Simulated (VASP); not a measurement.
# WC (P1) in VASP: single point with PBE

Aim: the single point of WC with PBE.

Everything below comes from runs of VASP 6.6.1. Logs are shortened: lines on timing, memory, paths and dates and some standing lists are left out, and cuts for length are marked.

## (1) The cell of the first run

The typed cell holds 16 atoms: a = 5.724 Å, b = 5.120 Å, c = 5.678 Å, α = 90.82°, β = 89.52°, γ = 90.52°.

## (2) Single point, PBE

Input file INCAR:

```
SYSTEM = WC
PREC     = Accurate       ! precision mode
ENCUT    = 520            ! plane-wave cutoff, eV
EDIFF    = 1E-6           ! SCF threshold, eV
ISMEAR   = -1             ! smearing method
SIGMA    = 0.002          ! smearing width, eV
LREAL    = Auto         
LASPH    = .TRUE.         ! aspherical terms in the spheres
NELM     = 100            ! most SCF steps
ALGO     = Normal         ! electronic algorithm
ISIF     = 2              ! what is computed and relaxed
LWAVE    = .FALSE.        ! write WAVECAR
LCHARG   = .FALSE.        ! write CHGCAR
GGA      = PE             ! functional
NBANDS   = 86             ! bands
```

Input file KPOINTS:

```
regular mesh
0
G
  2 2 2
  0 0 0
```

Input file POSCAR:

```
WC
1.0
   -2.8848030000     -4.9441880000      0.0237880000
    4.4449790000     -2.5400910000     -0.0362710000
   -0.0472640000      0.0003340000      5.6779590000
W C
8 8
Direct
    0.7360200448      0.4463132489     -0.0067665541
    0.7144021857      0.4651495549      0.4817712210
    0.5087086270     -0.0580516516     -0.0161337467
    0.4709623733     -0.0522667385      0.4917437728
    0.2227614674      0.4330988662     -0.0445917487
    0.2457629324      0.4312296203      0.4808937368
   -0.0130832263     -0.0785047422      0.0146115494
   -0.0069427793     -0.1009823055      0.5070312106
    0.4917482406      0.6198552230      0.2527642524
    0.4670750399      0.6133049874      0.7703180675
    0.2383242511      0.0882045472      0.2020321052
    0.2125043663      0.0801112045      0.7523567288
   -0.0290947483      0.5877079811      0.2450544046
    0.0080416799      0.6182389679      0.7269923665
    0.7137262806      0.1056618644      0.2624630331
    0.7356417419      0.1242465794      0.7445821821
```

Potentials or basis: VASP PAW PBE potentials, release 64 (W_sv, C).

Command:

```
$ cat potpaw_PBE.64/W_sv/POTCAR potpaw_PBE.64/C/POTCAR > POTCAR
$ mpirun -np 1 vasp_std > vasp.out
```

OUTCAR:

```text
SYSTEM = WC
   PREC = Accurate
   ENCUT = 520
   EDIFF = 1E-6
   ISMEAR = -1
   LREAL = Auto
   LASPH = .TRUE.
   NELM = 100
   ISIF = 2
   GGA = PE

 ion  position               nearest neighbor table
   1  0.736  0.446  0.993-  13 2.09  16 2.16  10 2.19   9 2.21  14 2.34  15 2.34   2 2.78   5 2.79
                             7 2.82   3 2.86   3 2.88   2 2.91   5 2.95   7 3.06
   2  0.714  0.465  0.482-   9 2.00  13 2.08  15 2.21  10 2.28  14 2.32  16 2.32   6 2.69   8 2.73
                             1 2.78   4 2.85   1 2.91   4 2.98   6 3.05   8 3.33
   3  0.509  0.942  0.984-  10 2.07  16 2.10  11 2.11  15 2.13   9 2.26  12 2.28   7 2.75   4 2.81
                             1 2.86   1 2.88   4 2.89   7 2.99   5 3.02   5 3.07
   4  0.471  0.948  0.492-  15 2.06   9 2.15  12 2.19  11 2.25  16 2.27  10 2.35   8 2.75   6 2.80
                             3 2.81   2 2.85   3 2.89   6 2.93   2 2.98   8 3.00
   5  0.223  0.433  0.955-  10 1.97  14 2.04  12 2.13  11 2.27  13 2.31   9 2.47   6 2.70   1 2.79
                             7 2.87   1 2.95   7 2.96   6 2.99   3 3.02   3 3.07
   6  0.246  0.431  0.481-   9 2.14  14 2.16  13 2.24  10 2.27  11 2.35  12 2.39   2 2.69   5 2.70
                             4 2.80   8 2.81   4 2.93   5 2.99   2 3.05   8 3.08
   7  0.987  0.921  0.015-  11 1.98  12 2.13  13 2.17  14 2.24  15 2.30  16 2.37   3 2.75   8 2.80
                             1 2.82   5 2.87   8 2.88   5 2.96   3 2.99   1 3.06
   8  0.993  0.899  0.507-  14 1.92  12 2.09  13 2.17  16 2.30  15 2.39  11 2.43   2 2.73   4 2.75
                             7 2.80   6 2.81   7 2.88   4 3.00   6 3.08   2 3.33
   9  0.492  0.620  0.253-   2 2.00   6 2.14   4 2.15   1 2.21   3 2.26   5 2.47
  10  0.467  0.613  0.770-   5 1.97   3 2.07   1 2.19   6 2.27   2 2.28   4 2.35
  11  0.238  0.088  0.202-   7 1.98   3 2.11   4 2.25   5 2.27   6 2.35   8 2.43
  12  0.213  0.080  0.752-   8 2.09   7 2.13   5 2.13   4 2.19   3 2.28   6 2.39
  13  0.971  0.588  0.245-   2 2.08   1 2.09   7 2.17   8 2.17   6 2.24   5 2.31
  14  0.008  0.618  0.727-   8 1.92   5 2.04   6 2.16   7 2.24   2 2.32   1 2.34
  15  0.714  0.106  0.262-   4 2.06   3 2.13   2 2.21   7 2.30   1 2.34   8 2.39
  16  0.736  0.124  0.745-   3 2.10   1 2.16   4 2.27   8 2.30   2 2.32   7 2.37

  LATTYP: Found a triclinic cell.
 ALAT       =     5.6781557220
 B/A-ratio  =     1.3368269941
 C/A-ratio  =     1.0081272267
 COS(alpha) =     0.0001081465
 COS(beta)  =     0.0082995177
 COS(gamma) =     0.7383678148

  Lattice vectors:

 A1 = (   0.0472640000,  -0.0003340000,  -5.6779590000)
 A2 = (  -4.3977150000,   2.5397570000,  -5.6416880000)
 A3 = (   2.8848030000,   4.9441880000,  -0.0237880000)

Analysis of symmetry for initial positions (statically):
=====================================================================
 Subroutine PRICEL returns:
 Original cell was already a primitive cell.

 Routine SETGRP: Setting up the symmetry group for a
 triclinic supercell.

 Subroutine GETGRP returns: Found  1 space group operations
 (whereof  1 operations were pure point group operations)
 out of a pool of  2 trial point group operations.

The static configuration has the point symmetry C_1 .

Analysis of symmetry for dynamics (positions and initial velocities):
=====================================================================
 Subroutine PRICEL returns:
 Original cell was already a primitive cell.

 Routine SETGRP: Setting up the symmetry group for a
 triclinic supercell.

 Subroutine GETGRP returns: Found  1 space group operations
 (whereof  1 operations were pure point group operations)
 out of a pool of  2 trial point group operations.

The dynamic configuration has the point symmetry C_1 .

 Subroutine INISYM returns: Found  1 space group operations
 (whereof  1 operations are pure point group operations),
 and found     1 'primitive' translations

----------------------------------------------------------------------------------------

                                     Primitive cell

  volume of cell :     166.3783

  direct lattice vectors                    reciprocal lattice vectors
    -2.884803000 -4.944188000  0.023788000    -0.086685121 -0.151682634 -0.000712655
     4.444979000 -2.540091000 -0.036271000     0.168729394 -0.098442356  0.001410314
    -0.047264000  0.000334000  5.677959000     0.001441019  0.000006626  0.176131618

  length of vectors
     5.724303381  5.119689071  5.678155722     0.174706724  0.195352232  0.176137513

  position of ions in fractional coordinates (direct lattice)
     0.736020045  0.446313249  0.993233446
     0.714402186  0.465149555  0.481771221
     0.508708627  0.941948348  0.983866253
     0.470962373  0.947733261  0.491743773
[... 42 lines left out ...]
  Cartesian coordinates                     Fractional coordinates (reciprocal lattice)
    -0.043342560 -0.075841317 -0.000356327     0.500000000  0.000000000  0.000000000
     0.084364697 -0.049221178  0.000705157     0.000000000  0.500000000  0.000000000
     0.000720510  0.000003313  0.088065809    -0.000000000  0.000000000  0.500000000

  Length of vectors
     0.087353362  0.097676116  0.088068756

  Shift w.r.t. Gamma in fractional coordinates (k-lattice)
     0.000000000  0.000000000  0.000000000

 Subroutine IBZKPT returns following result:
 ===========================================

 Found      8 irreducible k-points:

 Following reciprocal coordinates:
            Coordinates               Weight
  0.000000  0.000000  0.000000      1.000000
  0.500000  0.000000  0.000000      1.000000
  0.000000  0.500000  0.000000      1.000000
  0.500000  0.500000 -0.000000      1.000000
  0.000000  0.000000  0.500000      1.000000
  0.500000  0.000000  0.500000      1.000000
  0.000000  0.500000  0.500000      1.000000
  0.500000  0.500000  0.500000      1.000000
   k-points           NKPTS =      8   k-points in BZ     NKDIM =      8   number of bands    NBANDS=     86
   number of dos      NEDOS =    301   number of ions     NIONS =     16
   total plane-waves  NPLWV =  80640
   dimension x,y,z NGX =    48 NGY =   40 NGZ =   42
   dimension x,y,z NGXF=    96 NGYF=   80 NGZF=   84
   ions per type =               8   8
   NGX,Y,Z   is equivalent  to a cutoff of  13.94, 12.99, 12.30 a.u.
   NGXF,Y,Z  is equivalent  to a cutoff of  27.88, 25.98, 24.59 a.u.
 SYSTEM =  WC
   PREC   = accura    normal or accurate (medium, high low for compatibility)
   ISTART =      0    job   : 0-new  1-cont  2-samecut
   ICHARG =      2    charge: 1-file 2-atom 10-const
   ISPIN  =      1    spin polarized calculation?
   LNONCOLLINEAR =      F non collinear calculations
   LSORBIT =      F    spin-orbit coupling
   LASPH  =      T    aspherical Exc in radial PAW
   ENCUT  =  520.0 eV  38.22 Ry    6.18 a.u.  10.64  9.52 10.56*2*pi/ulx,y,z
   NELM   =    100;   NELMIN=  2; NELMDL= -5     # of ELM steps
   EDIFF  = 0.1E-05   stopping-criterion for ELM
   LREAL  =      T    real-space projection
   EDIFFG = 0.1E-04   stopping-criterion for IOM
   NSW    =      0    number of steps for IOM
   IBRION =     -1    ionic relax: 0-MD 1-quasi-New 2-CG
   NFREE  =      0    steps in history (QN), initial steepest desc. (CG)
   ISIF   =      2    stress and relaxation
   ISYM   =      2    0-nonsym 1-usesym 2-fastsym
   POTIM  = 0.5000    time-step for ionic-motion
   TEBEG  =    0.0;   TEEND  =   0.0 temperature during run
   PSTRESS=    0.0 pullay stress
   NELECT =     144.0000    total number of electrons
   NUPDOWN=      -1.0000    fix difference up-down
   EMIN   =  10.00;   EMAX   =-10.00  energy-range for DOS
   EFERMI =   0.00;   METHOD = LEGACY
   ISMEAR =    -1;   SIGMA  =   0.00  broadening in eV -4-tet -1-fermi 0-gaus
   EFERMI_NEDOS =   21; number of points for ismear=-14 and -15
   IALGO  =     38    algorithm
   IMIX   =      4    mixing-type and parameters
     AMIX     =   0.40;   BMIX     =  1.00
     AMIX_MAG =   1.60;   BMIX_MAG =  1.00
  volume/ion in A,a.u.               =      10.40        70.17
  Fermi-wavevector in a.u.,A,eV,Ry     =   1.560140  2.948236 33.117064  2.434036
  Thomas-Fermi vector in A             =   2.663395
   LORBIT       =      0    0 simple, 1 ext, 2 COOP (PROOUT), +10 PAW based schemes
   GGA     = PE    functional components
   LHFCALC =     F    Hartree Fock is set to
   AEXX    =    0.0000 exact exchange contribution
   IVDW    =     0    specifies the selected vdW correction
   LEPSILON=     F    determine dielectric tensor
   LRPA    =     F    only Hartree local field effects (RPA)
 non-spin polarized calculation
  energy-cutoff  :      520.00
  volume of cell :      166.38
 maximum number of plane-waves:      4509
 NGX is ok and might be reduce to    48
   NGX = 21   NGY = 19   NGZ = 21

 number of electron     144.0000004 magnetization

 Free energy of the ion-electron system (eV)
  ---------------------------------------------------
  ext. energy  EPLUGINS =         0.00000000
  ---------------------------------------------------
  free energy    TOTEN  =      -173.93033286 eV

  energy without entropy =     -173.93033286  energy(sigma->0) =     -173.93033286

 E-fermi :  11.5620     XC(G=0): -13.7568

 val. band max:       11.4967439289   @ k =   0.0000   0.0000   0.0000
 cond. band min:      11.6104699012   @ k =   0.0000   0.0000   0.5000
 fundamental gap:      0.1137259723
 Fermi energy:        11.5620283372

 k-point     1 :       0.0000    0.0000    0.0000
  band No.  band energies     occupation
      1     -62.9104      2.00000
      2     -62.8725      2.00000
      3     -62.8439      2.00000
      4     -62.8365      2.00000
      5     -62.8133      2.00000
      6     -62.7781      2.00000
[... 685 lines left out ...]
     83      14.6862      0.00000
     84      15.1264      0.00000
 [bands above 84 left out]

------------------------ aborting loop because EDIFF is reached ----------------------------------------

  FORCE on cell =-STRESS in cart. coord.  units (eV):
  Direction    XX          YY          ZZ          XY          YZ          ZX
  --------------------------------------------------------------------------------------
  -------------------------------------------------------------------------------------
  Total       10.4320277     28.8377504     17.7824807      2.7622249      0.1635339     -0.4055266
  in kB      100.4575791    277.6996651    171.2404355     26.5994719      1.5747872     -3.9051104
  external PRESSURE =     183.1325599 kB  Pullay stress =       0.0000000 kB

 VOLUME and BASIS-vectors are now :
 -----------------------------------------------------------------------------
  energy-cutoff  :      520.00
  volume of cell :      166.38
      direct lattice vectors                 reciprocal lattice vectors
    -2.884803000 -4.944188000  0.023788000    -0.086685121 -0.151682634 -0.000712655
     4.444979000 -2.540091000 -0.036271000     0.168729394 -0.098442356  0.001410314
    -0.047264000  0.000334000  5.677959000     0.001441019  0.000006626  0.176131618

 POSITION                                       TOTAL-FORCE (eV/Angst)
 -----------------------------------------------------------------------------------
     -0.18636     -4.77237      5.64086        -0.746298      1.507314     -0.735086
     -0.01610     -4.71350      2.73560        -5.298961      0.030133      3.300582
      2.67291     -4.90746      5.56429         1.865593      3.117522      0.989248
      2.83078     -4.73569      2.76893        -1.182285     -0.663169      0.336728
      1.23734     -2.20117      5.41436        -1.498713      0.248566      6.274876
      1.18510     -2.31030      2.72070         0.943398      2.292466     -0.584197
[... 8 lines left out ...]
     -1.60170     -3.79710      1.50340        -0.681318     -2.276382     -1.223546
     -1.60510     -3.95250      4.24070        -0.747438      0.288085     -0.477849
 -----------------------------------------------------------------------------------
    total drift:                               -0.008224     -0.010686      0.010538

  FREE ENERGIE OF THE ION-ELECTRON SYSTEM (eV)
  ---------------------------------------------------
  free  energy   TOTEN  =      -173.9303328624 eV

  energy  without entropy=     -173.9303328624  energy(sigma->0) =     -173.93033286
```

Wall time 3.6 min (1 thread of Intel Xeon Platinum 8259CL at 2.50GHz (Skylake/Cascade Lake), shared host); peak memory 0.31 GiB.

What came out:

| Item | Value |
| --- | --- |
| Free energy | -173.9303 eV |
| Pressure | 18.3 GPa |
| Largest force | 7.597 eV/Å |
| Band gap on the k mesh | zero (band 72 reaches 11.66 eV, above the bottom of band 73 at 11.44 eV) |

Forces in eV/Å, atoms in the order of the input:
```
W   -0.746  1.507 -0.735
W   -5.299  0.030  3.301
W    1.866  3.118  0.989
W   -1.182 -0.663  0.337
W   -1.499  0.249  6.275
W    0.943  2.292 -0.584
W    2.010  0.540 -3.462
W    6.502 -1.910 -3.434
C    0.495  1.545 -1.844
C   -1.100 -2.115 -3.514
C    0.629 -1.227  3.734
C    0.217 -2.608 -0.827
C   -0.667 -2.214 -0.449
C   -0.740  3.444  1.915
C   -0.681 -2.276 -1.224
C   -0.747  0.288 -0.478
```

Caveat: the k points lie up to 0.61 Å⁻¹ apart; spin-orbit coupling is left out, which moves the levels of the heavy elements; forces of over 1 eV/Å act on the atoms, so gaps and moduli don't describe the material at rest.
